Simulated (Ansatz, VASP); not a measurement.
SiC in VASP and in Ansatz

Contents of POSCAR:

```
SiC
1.0
   -3.0759982064      0.0000000000      0.0000000000
   -1.5379991032     -2.6638925888      0.0000000000
    0.0000000000      0.0000000000      9.9460000000
Si C
4 4
Direct
    0.3333333333      0.3333333333      0.6636094913
    0.3333333333      0.3333333333      0.1560687714
    0.6666666667      0.6666666667      0.9173798512
    0.6666666667      0.6666666667      0.4098391313
    0.3333333333      0.3333333333      0.8590126684
    0.3333333333      0.3333333333      0.3514719485
    0.6666666667      0.6666666667      0.0977015886
    0.6666666667      0.6666666667      0.6052423085
```

Contents of INCAR.step1:

```
PREC = Accurate ; ENCUT = 520
ISMEAR = 0 ; SIGMA = 0.05
LREAL = F ; LASPH = T
NELM = 80 ; NBANDS = 26
GGA = PE ; ALGO = Normal
EDIFF = 1E-4 ; LWAVE = T
LCHARG = F
```

INCAR.step2

```
PREC = Accurate ; ENCUT = 520
EDIFF = 1E-6 ; ISMEAR = 0
SIGMA = 0.05 ; LREAL = F
LASPH = T ; NELM = 80
ALGO = Normal ; ISIF = 2
LWAVE = F ; LCHARG = F
METAGGA = R2SCAN ; LMIXTAU = T
NBANDS = 26 ; ISTART = 1
```

File KPOINTS:

```
Automatic mesh
0
Gamma
  8 8 3
```

Input for Ansatz:

```yaml
crystal:
  lattice:
    - [-3.0759982064, 0.0, 0.0]
    - [-1.5379991032, -2.6638925888, 0.0]
    - [0.0, 0.0, 9.946]
  atoms:
    - { symbol: Si, position: [0.3333333333, 0.3333333333, 0.6636094913] }
    - { symbol: Si, position: [0.3333333333, 0.3333333333, 0.1560687714] }
    - { symbol: Si, position: [0.6666666667, 0.6666666667, 0.9173798512] }
    - { symbol: Si, position: [0.6666666667, 0.6666666667, 0.4098391313] }
    - { symbol: C, position: [0.3333333333, 0.3333333333, 0.8590126684] }
    - { symbol: C, position: [0.3333333333, 0.3333333333, 0.3514719485] }
    - { symbol: C, position: [0.6666666667, 0.6666666667, 0.0977015886] }
    - { symbol: C, position: [0.6666666667, 0.6666666667, 0.6052423085] }
basis:
  ecutwfc: 500
kpoints:
  mp_grid: { grid: [8, 8, 3] }
hamiltonian:
  xc: r2scan
scf:
  occupations: { method: gaussian, width: 0.05 }
output:
  forces: true
  stress: true
  eigenvalues: true
```

Alike in both runs: task single point; functional r2SCAN; k mesh 8 × 8 × 3; occupations gaussian, width 0.05 eV; no spin polarisation.

|  | VASP | Ansatz |
| --- | --- | --- |
| version | VASP 6.6.1 | Ansatz 0.2.0 |
| potentials or method | VASP PAW PBE potentials, release 64 (Si, C), cutoff 520 eV | scalar-relativistic, plane waves, PAW |
| valence electrons in the cell | 32 | 32 |

Ansatz gave:

| Item | Value |
| --- | --- |
| gap on the k mesh at the Fermi level (eV) | 2.89 |
| least direct gap on the mesh (eV) | 4.37 |
| pressure (GPa) | 4.0 |
| traceless stress, the component that is largest in VASP (GPa) | 4.28 |
| rms of the force components (eV/Å) | 0.712 |

Task: Which values does VASP return?

Result: gap on the k mesh at the Fermi level (eV): 2.90; least direct gap on the mesh (eV): 4.38; pressure (GPa): 3.8; traceless stress, the component that is largest in VASP (GPa): 4.34; rms of the force components (eV/Å): 0.709.

VASP's potentials were made for PBE, not for r2SCAN. Atom by atom the forces differ by 0.004 eV/Å (rms over components). The functional is the same, so the differences come from potentials, cutoffs and numerics.
